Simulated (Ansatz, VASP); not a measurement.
# Si: VASP beside Ansatz

```
CELL_PARAMETERS angstrom
3.55710 0.00000 0.00000
-1.77855 3.08054 0.00000
0.00000 0.00000 4.40487
ATOMIC_POSITIONS crystal
Si 0.33327 0.00000 0.33333
Si 0.00000 0.33327 0.66667
Si 0.66673 0.66673 0.00000
```

Alike in both runs: functional r2SCAN; k mesh 6 × 6 × 4; occupations gaussian, width 0.1 eV; no spin polarisation.

Ansatz relaxed the structure, and its values are those at the end. VASP's run is a single point on that final structure, the one shown.

|  | VASP | Ansatz |
| --- | --- | --- |
| version | VASP 6.6.1 | Ansatz 0.2.0 |
| potentials or method | VASP PAW PBE potentials, release 64 (Si), cutoff 520 eV | scalar-relativistic, plane waves, PAW |
| valence electrons in the cell | 12 | 12 |

VASP gave:

| Property | Result |
| --- | --- |
| gap on the k mesh at the Fermi level (eV) | none |
| pressure (GPa) | 0.0 |

Q: Which values does Ansatz return?

A: gap on the k mesh at the Fermi level (eV): none; pressure (GPa): 0.1.

VASP's potentials were made for PBE, not for r2SCAN. A gap of «none» marks a metal or a gap that the smearing closes. With one functional, cell and mesh, what is left measures potentials, basis and numerics.
